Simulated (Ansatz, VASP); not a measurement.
# MgO in VASP and in Ansatz

The input INCAR:

```
SYSTEM = MgO
ALGO = Normal ; EDIFF = 1E-6
ENCUT = 520 ; GGA = PS
ISIF = 2 ; ISMEAR = 0
LASPH = .TRUE. ; LCHARG = .FALSE.
LREAL = .FALSE. ; LWAVE = .FALSE.
NBANDS = 26 ; NELM = 80
PREC = Accurate ; SIGMA = 0.05
```

The input KPOINTS:

```
k-points
0
G
  9 9 4
  0 0 0
```

POSCAR

```
MgO
1.0
    3.2553371795      0.0000000000      0.0000000000
   -1.6276685897      2.8192046953      0.0000000000
    0.0000000000      0.0000000000     10.4149514991
Mg O
4 4
Direct
    0.3333333333      0.6666666667      0.9695963559
    0.0000000000      0.0000000000      0.2209473890
    0.0000000000      0.0000000000      0.7209473890
    0.6666666667      0.3333333333      0.4695963559
    0.3333333333      0.6666666667      0.7799156657
   -0.1198032580      0.0000000000      0.4671284932
    0.0000000000      0.0000000000      0.0295387694
    0.6666666667      0.3333333333      0.2799156657
```

Input for Ansatz:

```yaml
crystal:
  lattice:
    - [3.2553371795, 0.0, 0.0]
    - [-1.6276685897, 2.8192046953, 0.0]
    - [0.0, 0.0, 10.4149514991]
  atoms:
    - { symbol: Mg, position: [0.3333333333, 0.6666666667, 0.9695963559] }
    - { symbol: Mg, position: [0.0, 0.0, 0.220947389] }
    - { symbol: Mg, position: [0.0, 0.0, 0.720947389] }
    - { symbol: Mg, position: [0.6666666667, 0.3333333333, 0.4695963559] }
    - { symbol: O, position: [0.3333333333, 0.6666666667, 0.7799156657] }
    - { symbol: O, position: [-0.119803258, 0.0, 0.4671284932] }
    - { symbol: O, position: [0.0, 0.0, 0.0295387694] }
    - { symbol: O, position: [0.6666666667, 0.3333333333, 0.2799156657] }
basis:
  ecutwfc: 420
kpoints:
  mp_grid: { grid: [9, 9, 4] }
hamiltonian:
  xc: pbesol
  pseudopotentials: { kind: paw, azcp: { folder: soft_1 } }
scf:
  occupations: { method: gaussian, width: 0.05 }
output:
  forces: true
  stress: true
  eigenvalues: true
```

Alike in both runs: task single point; functional PBEsol; k mesh 9 × 9 × 4; occupations gaussian, width 0.05 eV; no spin polarisation.

|  | VASP | Ansatz |
| --- | --- | --- |
| version | VASP 6.6.1 | Ansatz 0.2.0 |
| potentials or method | VASP PAW PBE potentials, release 64 (Mg, O), cutoff 520 eV | scalar-relativistic, plane waves, PAW |
| valence electrons in the cell | 32 | 64 |

|  | VASP | Ansatz | Ansatz less VASP |
| --- | --- | --- | --- |
| gap on the k mesh at the Fermi level (eV) | 0.94 | 0.97 | +0.026 |
| least direct gap on the mesh (eV) | 0.95 | 0.97 | +0.026 |
| pressure (GPa) | 9.6 | 9.3 | -0.33 |
| traceless stress, the component that is largest in VASP (GPa) | -15.21 | -14.40 | +0.807 |
| rms of the force components (eV/Å) | 3.470 | 3.300 | -0.1701 |

VASP's potentials were made for PBE, not for PBEsol, and Ansatz warns of the same on its side. Atom by atom the forces differ by 0.178 eV/Å (rms over components). VASP's potentials hold 32 valence electrons a cell and Ansatz's 64, so a difference there can come from the potentials and not from the codes.
